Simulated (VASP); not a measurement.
A run of VASP 6.6.1:

File INCAR:

```
PREC = Accurate ; ENCUT = 520
EDIFF = 1E-6 ; ISMEAR = -1
SIGMA = 0.05 ; LREAL = False
LASPH = True ; NELM = 100
ALGO = Normal ; ISIF = 2
LWAVE = False ; LCHARG = False
GGA = RE ; IVDW = 12
NBANDS = 26
```

KPOINTS

```
regular mesh
0
Gamma
  12 12 4
```

Contents of POSCAR:

```
C
1.0
    2.4880133891      0.0000000000      0.0000000000
   -1.2440066945      2.1546827999      0.0000000000
    0.0000000000      0.0000000000      8.1257741910
C
8
Direct
    0.6666666667      0.3333333333      0.8437500000
    0.3333333333      0.6666666667      0.3437500000
    0.6666666667      0.3333333333      0.6562500000
    0.3333333333      0.6666666667      0.1562500000
    0.0000000000      0.0000000000      0.9062500000
    0.0000000000      0.0000000000      0.4062500000
    0.0000000000      0.0000000000      0.5937500000
    0.0000000000      0.0000000000      0.0937500000
```

Potentials or basis: VASP PAW PBE potentials, release 64 (C).

Command:

```bash
$ cat potpaw_PBE.64/C/POTCAR > POTCAR
$ mpirun -np 1 vasp_std > vasp.out
```

Hardware: 1 thread of Intel Xeon 8259CL (shared host).

Task: Estimate the wall time of this run.

Result: Run time: 95 s on 1 thread of Intel Xeon 8259CL, on a shared host, peak memory 0.21 GiB. Counts: scf iterations 12, k points 57.
